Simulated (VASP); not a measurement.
C:

```
C
1.0
     0.00000    1.76591    1.76591
     1.76591    0.00000    1.76591
     1.76591    1.76591    0.00000
C
2
Direct
  0.00000 0.00000 0.00000
  0.25000 0.25000 0.25000
```

Base run:

```yaml
Program: VASP 6.6.1
Functional: LDA
Potentials_or_basis: VASP PAW LDA potentials, release 64 (C)
Cutoff: 520 eV
k_mesh: 10 × 10 × 10
Occupations: gaussian, width 0.01 eV
Spin: no spin polarisation
```

Its results: band gap on the k mesh 4.20 eV, indirect (least direct gap 5.63 eV); pressure 1.6 GPa.

The run is repeated on the same cell with these changes: potentials or basis from VASP PAW LDA potentials, release 64 (C) to VASP PAW LDA potentials, release 64 (C_h); cutoff from 520 eV to 910 eV; further incar settings from ALGO = Normal; EDIFF = 1e-07; NBANDS = 11 to ALGO = Normal; EDIFF = 1e-06; NBANDS = 11. What comes out?

Band gap on the k mesh 4.21 eV, indirect (least direct gap 5.63 eV); pressure 0.6 GPa.

Caveats: the cutoff is under 1.25 times the usual one of these potentials, so pressure, stress and relaxed cells hold a basis-set (Pulay) error (some runs).

A k mesh can miss the band edges.
